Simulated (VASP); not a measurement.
Write the native input for VASP 6.6.1 that does the following.

```
Task                   : single point
Functional             : BLYP
Potentials or basis    : VASP PAW PBE potentials, release 64 (Pb_d, Te)
Cutoff                 : 520 eV
k mesh                 : 7 × 7 × 7
Occupations            : fermi-dirac, width 0.05 eV
Spin                   : no spin polarisation
Dipole correction      : no
Further INCAR settings : ALGO = Normal; EDIFF = 1e-07; NBANDS = 17
```

The structure of TePb lies in POSCAR:

```
TePb
1.0
    0.0000000000      3.3681850061      3.3681850061
    3.3681850061      0.0000000000      3.3681850061
    3.3681850061      3.3681850061      0.0000000000
Pb Te
1 1
Direct
    0.0000000000      0.0000000000      0.0000000000
    0.5000000000      0.5000000000      0.5000000000
```

These files were run (other wordings do the same):

INCAR

```
PREC     = Accurate       # precision mode
ENCUT    = 520            # plane-wave cutoff, eV
EDIFF    = 1E-7           # SCF threshold, eV
ISMEAR   = -1             # smearing method
SIGMA    = 0.05           # smearing width, eV
LREAL    = False          # projectors in reciprocal space
LASPH    = True           # aspherical terms in the spheres
NELM     = 100            # most SCF steps
ALGO     = Normal         # electronic algorithm
ISIF     = 2              # what is computed and relaxed
LWAVE    = False          # write WAVECAR
LCHARG   = True           # write CHGCAR
GGA      = B5             # functional
ALDAX    = 1.0          
AGGAX    = 1.0          
AGGAC    = 1.0          
ALDAC    = 0.0          
LELF     = True           # ELF
LVHAR    = True         
NBANDS   = 17             # bands
```

KPOINTS

```
Automatic mesh
0
Gamma
  7 7 7
```

Potentials or basis: VASP PAW PBE potentials, release 64 (Pb_d, Te).

Command:

```console
$ cat potpaw_PBE.64/Pb_d/POTCAR potpaw_PBE.64/Te/POTCAR > POTCAR
$ mpirun -np 1 vasp_std > vasp.out
```

It gave:

* Pressure: 0.1 GPa

Caveat: the PAW data sets were made with another functional, which shifts forces and pressure a little.

Wall time 52 s on 1 thread of Intel Xeon 6975P-C, on a shared host, peak memory 0.21 GiB.
